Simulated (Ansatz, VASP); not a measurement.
## One calculation of BeS, two programs

The input POSCAR:

```
BeS
1.0
    0.0000000000      2.5316784796      2.3555199058
    2.5316784796      0.0000000000      2.3555199058
    2.5316784796      2.5316784796      0.0000000000
Be S
1 1
Direct
    0.0000000000      0.0000000000      0.0000000000
    0.2500000000      0.2500000000      0.2500000000
```

Contents of INCAR.step1:

```
SYSTEM = BeS
PREC = Accurate
ENCUT = 520
ISMEAR = 0
SIGMA = 0.01
LREAL = .FALSE.
LASPH = .TRUE.
NELM = 80
NBANDS = 11
GGA = PE
ALGO = Normal
EDIFF = 1E-4
LWAVE = .TRUE.
LCHARG = .FALSE.
```

Contents of INCAR.step2:

```
SYSTEM = BeS
PREC = Accurate
ENCUT = 520
EDIFF = 1E-6
ISMEAR = 0
SIGMA = 0.01
LREAL = .FALSE.
LASPH = .TRUE.
NELM = 80
ALGO = Normal
ISIF = 2
LWAVE = .FALSE.
LCHARG = .TRUE.
METAGGA = R2SCAN
LMIXTAU = .TRUE.
LELF = .TRUE.
LVHAR = .TRUE.
NBANDS = 11
ISTART = 1
```

The input KPOINTS:

```
Automatic mesh
0
G
  10 10 10
  0 0 0
```

Input for Ansatz:

```yaml
crystal:
  lattice:
    - [0.0, 2.5316784796, 2.3555199058]
    - [2.5316784796, 0.0, 2.3555199058]
    - [2.5316784796, 2.5316784796, 0.0]
  atoms:
    - { symbol: Be, position: [0.0, 0.0, 0.0] }
    - { symbol: S, position: [0.25, 0.25, 0.25] }
kpoints:
  mp_grid: { grid: [10, 10, 10] }
  band_path:
    path:
      - [0.0, 0.0, 0.0]
      - [-0.5, -0.5, 0.0]
      - [-0.375, -0.375, 0.25]
      - [-0.375, 0.0, 0.375]
      - [0.0, 0.0, 0.5]
      - [-0.5, -0.25, 0.25]
      - [-0.0375, 0.0, 0.0375]
    npoints: 1
hamiltonian:
  xc: r2scan
scf:
  occupations: { method: fixed }
  n_extra_bands: 4
output:
  forces: true
  stress: true
  eigenvalues: true
```

Change from the starting cell: epitaxial_xy strain +4.0%.

Alike in both runs: task single point; functional r2SCAN; k mesh 10 × 10 × 10; no spin polarisation.

|  | VASP | Ansatz |
| --- | --- | --- |
| version | VASP 6.6.1 | Ansatz 0.2.0 |
| potentials or method | VASP PAW PBE potentials, release 64 (Be, S) | plane waves, PAW |
| plane-wave cutoff (eV) | 520 | 500 |
| occupations | gaussian, width 0.01 eV | fixed |
| valence electrons in the cell | 8 | 8 |

|  | VASP | Ansatz | Ansatz less VASP |
| --- | --- | --- | --- |
| gap on the k mesh at the Fermi level (eV) | 3.15 | 3.14 | -0.012 |
| pressure (GPa) | -3.9 | -4.1 | -0.22 |
| traceless stress, the component that is largest in VASP (GPa) | 4.08 | 4.14 | +0.057 |

VASP's potentials were made for PBE, not for r2SCAN.
